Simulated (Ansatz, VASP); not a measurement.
**Cs: VASP beside Ansatz**

Contents of INCAR:

```
SYSTEM = Cs
PREC = Accurate
ENCUT = 520
EDIFF = 1E-6
ISMEAR = -4
SIGMA = 0.1
LREAL = .FALSE.
LASPH = .TRUE.
NELM = 80
ALGO = Fast
ISIF = 2
LWAVE = .FALSE.
LCHARG = .FALSE.
GGA = PE
NBANDS = 10
```

KPOINTS

```
regular mesh
0
G
  4 4 4
  0 0 0
```

Contents of POSCAR:

```
Cs
1.0
   -3.1284650614      3.1284650614      3.1284650614
    3.1284650614     -3.1284650614      3.1284650614
    3.1284650614      3.1284650614     -3.1284650614
Cs
1
Direct
    0.0000000000      0.0000000000      0.0000000000
```

Input for Ansatz:

```yaml
crystal:
  lattice:
    - [-3.1284650614, 3.1284650614, 3.1284650614]
    - [3.1284650614, -3.1284650614, 3.1284650614]
    - [3.1284650614, 3.1284650614, -3.1284650614]
  atoms:
    - { symbol: Cs, position: [0.0, 0.0, 0.0] }
basis:
  ecutwfc: 420
  ecutrho_ratio: 5
kpoints:
  mp_grid: { grid: [4, 4, 4] }
hamiltonian:
  xc: pbe
scf:
  occupations: { method: tetrahedron_uncorrected }
  max_iter: 100
output:
  forces: true
  stress: true
  eigenvalues: true
```

Alike in both runs: task single point; functional PBE; k mesh 4 × 4 × 4; no spin polarisation.

|  | VASP | Ansatz |
| --- | --- | --- |
| version | VASP 6.6.1 | Ansatz 0.2.0 |
| potentials or method | VASP PAW PBE potentials, release 64 (Cs_sv), cutoff 520 eV | scalar-relativistic, plane waves, PAW |
| occupations | tetrahedron | tetrahedron-uncorrected |
| valence electrons in the cell | 9 | 9 |

```tsv
	VASP	Ansatz	Ansatz less VASP
gap on the k mesh at the Fermi level (eV)	none	none	-
pressure (GPa)	-0.1	-0.1	+0.01
```

A gap of «none» marks a metal or a gap that the smearing closes. Ansatz's warnings: band table not solved further.

Spin-orbit coupling is off throughout.
